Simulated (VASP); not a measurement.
# Ti (P4/nmm) in VASP: a series of runs, part 2 of 2

VASP 6.6.1. Earlier steps stand in the parts before.

## Step 3: Single point, PBEsol (atoms displaced along a vibrational mode)

INCAR

```
ALGO = Fast
EDIFF = 1E-6
ENCUT = 520
GGA = PS
ISIF = 2
ISMEAR = 0
LASPH = True
LCHARG = True
LELF = True
LREAL = False
LVHAR = True
LWAVE = False
NBANDS = 19
NELM = 60
PREC = Accurate
SIGMA = 0.15
```

KPOINTS

```
k-points
0
Gamma
  18 18 18
```

POSCAR

```
Ti
1.0
    0.0000000000     -3.2102321259      0.0000000000
   -3.2102321259      0.0000000000      0.0000000000
    0.0000000000      0.0000000000     -3.2102321259
Ti
2
Direct
    0.5000000000      0.5000000000      0.4766372035
    0.0000000000      0.0000000000      0.0233627965
```

Potentials or basis: VASP PAW PBE potentials, release 64 (Ti_sv).

Launch:

```console
> cat potpaw_PBE.64/Ti_sv/POTCAR > POTCAR
> mpirun -np 1 vasp_std > vasp.out
```

OUTCAR:

```text
EDIFF = 1E-6
   ENCUT = 520
   GGA = PS
   ISIF = 2
   ISMEAR = 0
   LASPH = True
   LREAL = False
   NELM = 60
   PREC = Accurate

 ion  position               nearest neighbor table
   1  0.500  0.500  0.477-   2 2.70   2 2.70   2 2.70   2 2.70   2 2.87   2 2.87   2 2.87   2 2.87

   2  0.000  0.000  0.023-   1 2.70   1 2.70   1 2.70   1 2.70   1 2.87   1 2.87   1 2.87   1 2.87

  LATTYP: Found a simple cubic cell.
 ALAT       =     3.2102321259

  Lattice vectors:

 A1 = (   0.0000000000,  -3.2102321259,   0.0000000000)
 A2 = (  -3.2102321259,   0.0000000000,   0.0000000000)
 A3 = (   0.0000000000,   0.0000000000,  -3.2102321259)

Analysis of symmetry for initial positions (statically):
=====================================================================
 Subroutine PRICEL returns:
 Original cell was already a primitive cell.

 Routine SETGRP: Setting up the symmetry group for a
 simple cubic supercell.

 Subroutine GETGRP returns: Found 16 space group operations
 (whereof  8 operations were pure point group operations)
 out of a pool of 48 trial point group operations.

The static configuration has the point symmetry C_4v.
 The point group associated with its full space group is D_4h.

Analysis of symmetry for dynamics (positions and initial velocities):
=====================================================================
 Subroutine PRICEL returns:
 Original cell was already a primitive cell.

 Routine SETGRP: Setting up the symmetry group for a
 simple cubic supercell.

 Subroutine GETGRP returns: Found 16 space group operations
 (whereof  8 operations were pure point group operations)
 out of a pool of 48 trial point group operations.

The dynamic configuration has the point symmetry C_4v.
 The point group associated with its full space group is D_4h.

 Subroutine INISYM returns: Found 16 space group operations
 (whereof  8 operations are pure point group operations),
 and found     1 'primitive' translations

----------------------------------------------------------------------------------------

                                     Primitive cell

  volume of cell :      33.0833

  direct lattice vectors                    reciprocal lattice vectors
     0.000000000 -3.210232126  0.000000000     0.000000000 -0.311503954  0.000000000
    -3.210232126  0.000000000  0.000000000    -0.311503954  0.000000000  0.000000000
     0.000000000  0.000000000 -3.210232126     0.000000000  0.000000000 -0.311503954

  length of vectors
     3.210232126  3.210232126  3.210232126     0.311503954  0.311503954  0.311503954

  position of ions in fractional coordinates (direct lattice)
     0.500000000  0.500000000  0.476637203
     0.000000000  0.000000000  0.023362797

  ion indices of the primitive-cell ions
   primitive index   ion index
                 1           1
                 2           2

----------------------------------------------------------------------------------------

 KPOINTS: k-points

Automatic generation of k-mesh.
 Grid dimensions read from file:
 generate k-points for:   18   18   18

 Generating k-lattice:

  Cartesian coordinates                     Fractional coordinates (reciprocal lattice)
     0.000000000 -0.017305775  0.000000000     0.055555556  0.000000000  0.000000000
    -0.017305775  0.000000000  0.000000000     0.000000000  0.055555556  0.000000000
     0.000000000  0.000000000 -0.017305775     0.000000000  0.000000000  0.055555556

  Length of vectors
     0.017305775  0.017305775  0.017305775

  Shift w.r.t. Gamma in fractional coordinates (k-lattice)
     0.000000000  0.000000000  0.000000000

 Subroutine IBZKPT returns following result:
 ===========================================

 Found    550 irreducible k-points:

 Following reciprocal coordinates:
            Coordinates               Weight
  0.000000  0.000000  0.000000      1.000000
  0.055556  0.000000  0.000000      4.000000
  0.000000  0.000000  0.055556      2.000000
  0.111111  0.000000  0.000000      4.000000
  0.000000  0.000000  0.111111      2.000000
  0.166667  0.000000  0.000000      4.000000
[... 16 lines left out ...]
  0.000000  0.111111  0.055556      8.000000
  0.055556  0.000000  0.111111      8.000000
 [... further k-points ...]
   k-points           NKPTS =    550   k-points in BZ     NKDIM =    550   number of bands    NBANDS=     19
   number of dos      NEDOS =    301   number of ions     NIONS =      2
   total plane-waves  NPLWV =  13824
   dimension x,y,z NGX =    24 NGY =   24 NGZ =   24
   dimension x,y,z NGXF=    48 NGYF=   48 NGZF=   48
   ions per type =               2
   NGX,Y,Z   is equivalent  to a cutoff of  12.43, 12.43, 12.43 a.u.
   NGXF,Y,Z  is equivalent  to a cutoff of  24.86, 24.86, 24.86 a.u.
 SYSTEM =  unknown system
   PREC   = accura    normal or accurate (medium, high low for compatibility)
   ISTART =      0    job   : 0-new  1-cont  2-samecut
   ICHARG =      2    charge: 1-file 2-atom 10-const
   ISPIN  =      1    spin polarized calculation?
   LNONCOLLINEAR =      F non collinear calculations
   LSORBIT =      F    spin-orbit coupling
   LASPH  =      T    aspherical Exc in radial PAW
   ENCUT  =  520.0 eV  38.22 Ry    6.18 a.u.   5.97  5.97  5.97*2*pi/ulx,y,z
   NELM   =     60;   NELMIN=  2; NELMDL= -5     # of ELM steps
   EDIFF  = 0.1E-05   stopping-criterion for ELM
   LREAL  =      F    real-space projection
   EDIFFG = 0.1E-04   stopping-criterion for IOM
   NSW    =      0    number of steps for IOM
   IBRION =     -1    ionic relax: 0-MD 1-quasi-New 2-CG
   NFREE  =      0    steps in history (QN), initial steepest desc. (CG)
   ISIF   =      2    stress and relaxation
   ISYM   =      2    0-nonsym 1-usesym 2-fastsym
   POTIM  = 0.5000    time-step for ionic-motion
   TEBEG  =    0.0;   TEEND  =   0.0 temperature during run
   PSTRESS=    0.0 pullay stress
   NELECT =      24.0000    total number of electrons
   NUPDOWN=      -1.0000    fix difference up-down
   EMIN   =  10.00;   EMAX   =-10.00  energy-range for DOS
   EFERMI =   0.00;   METHOD = LEGACY
   ISMEAR =     0;   SIGMA  =   0.15  broadening in eV -4-tet -1-fermi 0-gaus
   EFERMI_NEDOS =   21; number of points for ismear=-14 and -15
   IALGO  =     68    algorithm
   IMIX   =      4    mixing-type and parameters
     AMIX     =   0.40;   BMIX     =  1.00
     AMIX_MAG =   1.60;   BMIX_MAG =  1.00
  volume/ion in A,a.u.               =      16.54       111.63
  Fermi-wavevector in a.u.,A,eV,Ry     =   1.470987  2.779762 29.440320  2.163802
  Thomas-Fermi vector in A             =   2.586177
   LORBIT       =      0    0 simple, 1 ext, 2 COOP (PROOUT), +10 PAW based schemes
   GGA     = PS    functional components
   LHFCALC =     F    Hartree Fock is set to
   AEXX    =    0.0000 exact exchange contribution
   IVDW    =     0    specifies the selected vdW correction
   LEPSILON=     F    determine dielectric tensor
   LRPA    =     F    only Hartree local field effects (RPA)
 non-spin polarized calculation
 RMM-DIIS sequential band-by-band and
 Gauss-broadening in eV      SIGMA  =   0.15
  energy-cutoff  :      520.00
  volume of cell :       33.08
 maximum number of plane-waves:       912
 NGX is ok and might be reduce to    24
   NGX = 11   NGY = 11   NGZ = 11

 number of electron      23.9999994 magnetization

 Free energy of the ion-electron system (eV)
  ---------------------------------------------------
  ext. energy  EPLUGINS =         0.00000000
  ---------------------------------------------------
  free energy    TOTEN  =       -16.44312088 eV

  energy without entropy =      -16.39562231  energy(sigma->0) =      -16.41937160

 E-fermi :   8.4613     XC(G=0): -11.8596

 val. band max:        8.4600821057   @ k =   0.2778   0.2778   0.4444
 cond. band min:       8.4619695184   @ k =   0.3889   0.2778   0.5000
 fundamental gap:      0.0018874127
 Fermi energy:         8.4612675546

 k-point     1 :       0.0000    0.0000    0.0000
  band No.  band energies     occupation
      1     -47.7319      2.00000
      2     -47.4414      2.00000
      3     -24.1743      2.00000
      4     -24.1743      2.00000
      5     -24.1505      2.00000
      6     -23.6215      2.00000
[... 11 lines left out ...]
     18      12.5892      0.00000
     19      12.7081      0.00000
[... 489 lines left out ...]
      3     -24.1767      2.00000
      4     -24.1537      2.00000
      5     -24.1311      2.00000
      6     -23.6706      2.00000
[... 11 lines left out ...]
     18      12.1312      0.00000
     19      12.6575      0.00000

 [... further k-points ...]

------------------------ aborting loop because EDIFF is reached ----------------------------------------

  FORCE on cell =-STRESS in cart. coord.  units (eV):
  Direction    XX          YY          ZZ          XY          YZ          ZX
  --------------------------------------------------------------------------------------
  -------------------------------------------------------------------------------------
  Total        0.1026774      0.1026774     -0.0053997      0.0000000      0.0000000     -0.0000000
  in kB        4.9725144      4.9725144     -0.2614988      0.0000000      0.0000000     -0.0000000
  external PRESSURE =       3.2278433 kB  Pullay stress =       0.0000000 kB

 VOLUME and BASIS-vectors are now :
 -----------------------------------------------------------------------------
  energy-cutoff  :      520.00
  volume of cell :       33.08
      direct lattice vectors                 reciprocal lattice vectors
     0.000000000 -3.210232126  0.000000000     0.000000000 -0.311503954  0.000000000
    -3.210232126  0.000000000  0.000000000    -0.311503954  0.000000000  0.000000000
     0.000000000  0.000000000 -3.210232126     0.000000000  0.000000000 -0.311503954

 POSITION                                       TOTAL-FORCE (eV/Angst)
 -----------------------------------------------------------------------------------
     -1.60512     -1.60512     -1.53012        -0.000000      0.000000     -0.717002
      0.00000      0.00000     -0.07500         0.000000     -0.000000      0.717002
 -----------------------------------------------------------------------------------
    total drift:                                0.000000     -0.000000      0.000000

  FREE ENERGIE OF THE ION-ELECTRON SYSTEM (eV)
  ---------------------------------------------------
  free  energy   TOTEN  =       -16.4431208802 eV

  energy  without entropy=      -16.3956223138  energy(sigma->0) =      -16.41937160
```

stdout:

```text
POSCAR found type information on POSCAR Ti
 POSCAR found :  1 types and       2 ions
 scaLAPACK will be used
 -----------------------------------------------------------------------------
|                                                                             |
|                                                                             |
|     You enforced a specific xc type in the INCAR file but a different       |
[... 28 lines left out ...]
WARNING in EDDRMM: call to ZHEGV failed, returncode =   6  3      8
WARNING in EDDRMM: call to ZHEGV failed, returncode =   6  3      8
WARNING in EDDRMM: call to ZHEGV failed, returncode =   8  4      4
WARNING in EDDRMM: call to ZHEGV failed, returncode =   8  4      6
WARNING in EDDRMM: call to ZHEGV failed, returncode =   6  3     12
WARNING in EDDRMM: call to ZHEGV failed, returncode =   8  4      8
WARNING in EDDRMM: call to ZHEGV failed, returncode =   8  4     12
```

It took 8 min on 1 thread of Intel Xeon Platinum 8488C (Sapphire Rapids), shared host; peak memory 0.36 GiB.

What came out:

```
Free energy            : -16.4431 eV
Pressure               : 0.3 GPa
Largest force          : 0.717 eV/Å
Band gap on the k mesh : zero (bands 12 and 13 overlap by 1.60 eV)
```

Forces on the atoms (eV/Å):
```
Ti   0.000  0.000 -0.717
Ti   0.000  0.000  0.717
```

Caveat: the cell differs from its parent crystal (atoms displaced along a vibrational mode); the PAW data sets were made with another functional, which shifts forces and pressure a little.

## Step 4: Single point, PBEsol (atoms displaced along a vibrational mode)

INCAR

```
SYSTEM = Ti
ALGO = Fast ; EDIFF = 1E-6
ENCUT = 520 ; GGA = PS
ISIF = 2 ; ISMEAR = 0
LASPH = .True. ; LCHARG = .False.
LREAL = .False. ; LWAVE = .False.
NBANDS = 19 ; NELM = 100
PREC = Accurate ; SIGMA = 0.15
```

KPOINTS

```
k-points
0
Gamma
  18 18 18
  0 0 0
```

POSCAR

```
Ti
1.0
    0.0000000000     -3.2102321259      0.0000000000
   -3.2102321259      0.0000000000      0.0000000000
    0.0000000000      0.0000000000     -3.2102321259
Ti
2
Direct
    0.5000000000      0.5000000000      0.5623007908
    0.0000000000      0.0000000000     -0.0623007908
```

Potentials or basis: VASP PAW PBE potentials, release 64 (Ti_sv).

Launch:

```console
> cat potpaw_PBE.64/Ti_sv/POTCAR > POTCAR
> mpirun -np 1 vasp_std > vasp.out
```

OUTCAR:

```text
SYSTEM = Ti
   EDIFF = 1E-6
   ENCUT = 520
   GGA = PS
   ISIF = 2
   ISMEAR = 0
   LASPH = .True.
   LREAL = .False.
   NELM = 100
   PREC = Accurate

 ion  position               nearest neighbor table
   1  0.500  0.500  0.562-   2 2.57   2 2.57   2 2.57   2 2.57
   2  0.000  0.000  0.938-   1 2.57   1 2.57   1 2.57   1 2.57

  LATTYP: Found a simple cubic cell.
 ALAT       =     3.2102321259

  Lattice vectors:

 A1 = (   0.0000000000,  -3.2102321259,   0.0000000000)
 A2 = (  -3.2102321259,   0.0000000000,   0.0000000000)
 A3 = (   0.0000000000,   0.0000000000,  -3.2102321259)

Analysis of symmetry for initial positions (statically):
=====================================================================
 Subroutine PRICEL returns:
 Original cell was already a primitive cell.

 Routine SETGRP: Setting up the symmetry group for a
 simple cubic supercell.

 Subroutine GETGRP returns: Found 16 space group operations
 (whereof  8 operations were pure point group operations)
 out of a pool of 48 trial point group operations.

The static configuration has the point symmetry C_4v.
 The point group associated with its full space group is D_4h.
[... 160 lines left out ...]
  free energy    TOTEN  =       -16.10751785 eV

  energy without entropy =      -16.05863380  energy(sigma->0) =      -16.08307582

 E-fermi :   8.4294     XC(G=0): -11.8242

 val. band max:        8.4285888130   @ k =   0.3889   0.3333   0.0556
 cond. band min:       8.4318408662   @ k =   0.0556   0.3333   0.1111
 fundamental gap:      0.0032520532
 Fermi energy:         8.4294015977

 k-point     1 :       0.0000    0.0000    0.0000
  band No.  band energies     occupation
      1     -47.7576      2.00000
      2     -47.3815      2.00000
      3     -24.2574      2.00000
      4     -24.2574      2.00000
      5     -24.1010      2.00000
      6     -23.6684      2.00000
[... 505 lines left out ...]
      6     -23.7008      2.00000
[... 11 lines left out ...]
     18      11.9321      0.00000
     19      12.9190      0.00000

 [... further k-points ...]

------------------------ aborting loop because EDIFF is reached ----------------------------------------

  FORCE on cell =-STRESS in cart. coord.  units (eV):
  Direction    XX          YY          ZZ          XY          YZ          ZX
  --------------------------------------------------------------------------------------
  -------------------------------------------------------------------------------------
  Total        1.1047874      1.1047874     -0.4539649      0.0000000     -0.0000000      0.0000000
  in kB       53.5032275     53.5032275    -21.9848509      0.0000000     -0.0000000      0.0000000
  external PRESSURE =      28.3405347 kB  Pullay stress =       0.0000000 kB

 VOLUME and BASIS-vectors are now :
 -----------------------------------------------------------------------------
  energy-cutoff  :      520.00
  volume of cell :       33.08
      direct lattice vectors                 reciprocal lattice vectors
     0.000000000 -3.210232126  0.000000000     0.000000000 -0.311503954  0.000000000
    -3.210232126  0.000000000  0.000000000    -0.311503954  0.000000000  0.000000000
     0.000000000  0.000000000 -3.210232126     0.000000000  0.000000000 -0.311503954

 POSITION                                       TOTAL-FORCE (eV/Angst)
 -----------------------------------------------------------------------------------
     -1.60512     -1.60512     -1.80512        -0.000000      0.000000      1.830080
      0.00000      0.00000     -3.01023         0.000000      0.000000     -1.830080
 -----------------------------------------------------------------------------------
    total drift:                                0.000000     -0.000000      0.000000

  FREE ENERGIE OF THE ION-ELECTRON SYSTEM (eV)
  ---------------------------------------------------
  free  energy   TOTEN  =       -16.1075178459 eV

  energy  without entropy=      -16.0586338039  energy(sigma->0) =      -16.08307582
```

OSZICAR:

```text
N       E                     dE             d eps       ncg     rms          rms(c)
DAV:   1     0.249909121629E+03    0.24991E+03   -0.11991E+04 20916   0.155E+03
DAV:   2     0.804024231027E+01   -0.24187E+03   -0.23795E+03 21364   0.440E+02
DAV:   3    -0.171040239621E+02   -0.25144E+02   -0.24732E+02 38947   0.118E+02
[... 26 lines left out ...]
RMM:  30    -0.161075141108E+02   -0.15328E-05   -0.18857E-05 27251   0.211E-02    0.103E-02
RMM:  31    -0.161075154466E+02   -0.13359E-05   -0.16295E-05 25795   0.189E-02    0.107E-02
RMM:  32    -0.161075164042E+02   -0.95751E-06   -0.12264E-05 24216   0.172E-02    0.110E-02
RMM:  33    -0.161075172104E+02   -0.80624E-06   -0.10724E-05 25217   0.161E-02    0.107E-02
RMM:  34    -0.161075178459E+02   -0.63549E-06   -0.86516E-06 24543   0.148E-02
   1 F= -.16107518E+02 E0= -.16083076E+02  d E =-.488840E-01
```

Wall time 11 min (1 thread of AMD EPYC 7R13 (Zen 3), shared host); peak memory 0.34 GiB.

Results:

| Property | Result |
| --- | --- |
| Free energy | -16.1075 eV |
| Pressure | 2.8 GPa |
| Largest force | 1.830 eV/Å |
| Band gap on the k mesh | zero (bands 12 and 13 overlap by 1.68 eV) |

Forces on the atoms (eV/Å):
```
Ti   0.000  0.000  1.830
Ti   0.000  0.000 -1.830
```

Caveat: the cell differs from its parent crystal (atoms displaced along a vibrational mode); the PAW data sets were made with another functional, which shifts forces and pressure a little.

## Step 5: Summary

```csv
cell,gap on the mesh (eV),pressure (GPa),largest force (eV/Å)
"as given, atomic positions A",none,1.4,1.25
"as given, atomic positions B",none,0.3,0.72
"as given, atomic positions C",none,2.8,1.83
```

Alike in all rows: task single point; level PBEsol; potentials or basis VASP PAW PBE potentials, release 64 (Ti_sv); no spin polarisation; k mesh 18 × 18 × 18; cutoff (eV) 520; smearing gaussian 0.15 eV.

Caveats: the PAW data sets were made with another functional, which shifts forces and pressure a little.

Total energies depend on the potentials used, so only differences within one code and one set of settings carry meaning.
